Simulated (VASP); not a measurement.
Set up this calculation in VASP 6.6.1, as the native input.

| Quantity | Value |
| --- | --- |
| Task | relaxation of cell and atoms |
| Functional | PBE |
| Potentials or basis | VASP PAW PBE potentials, release 64 (As) |
| Cutoff | 600 eV |
| k mesh | 4 × 4 × 4 |
| Occupations | gaussian, width 0.1 eV |
| Spin | no spin polarisation |
| Dipole correction | no |
| Further INCAR settings | ALGO = Normal; EDIFF = 1e-06; IBRION = 2; EDIFFG = -0.04; NSW = 90; ISIF = 3 |

The structure of As lies in POSCAR:

```
As
1.0
    0.0000000000      3.3550319600      3.3550319600
    3.3550319600      0.0000000000      3.3550319600
    3.3550319600      3.3550319600      0.0000000000
As
3
Direct
    0.7500000000      0.7500000000      0.7500000000
    0.2500000000      0.2500000000      0.2500000000
    0.0000000000      0.0000000000      0.0000000000
```

These files were run (other wordings do the same):

INCAR

```
SYSTEM = As
PREC = Accurate
ENCUT = 600
EDIFF = 1E-6
ISMEAR = 0
SIGMA = 0.1
LREAL = .FALSE.
LASPH = .TRUE.
NELM = 60
ALGO = Normal
ISIF = 3
LWAVE = .FALSE.
LCHARG = .FALSE.
GGA = PE
IBRION = 2
NSW = 90
EDIFFG = -0.04
```

KPOINTS

```
regular mesh
0
G
  4 4 4
  0 0 0
```

Potentials or basis: VASP PAW PBE potentials, release 64 (As).

Run with:

```bash
$ cat potpaw_PBE.64/As/POTCAR > POTCAR
$ mpirun -np 1 vasp_std > vasp.out
```

It gave:

- Relaxed volume: 22.76 Å³/atom
- Relaxed cell: a = 4.587 Å, b = 4.587 Å, c = 4.587 Å, α = 60.00°, β = 60.00°, γ = 60.00°
- Space group after relaxing (to 0.05 Å): Fm-3m (No. 225)
- Energy gained by relaxing: 42.1 meV/atom
- Ionic steps: 3
- Pressure after relaxing: 0.0 GPa

Caveat: the k points lie up to 0.42 Å⁻¹ apart in the final cell.

Wall time 15 s on 1 thread of Intel(R) Xeon(R) 6975P-C (Granite Rapids), with other jobs on the host, peak memory 0.23 GiB.
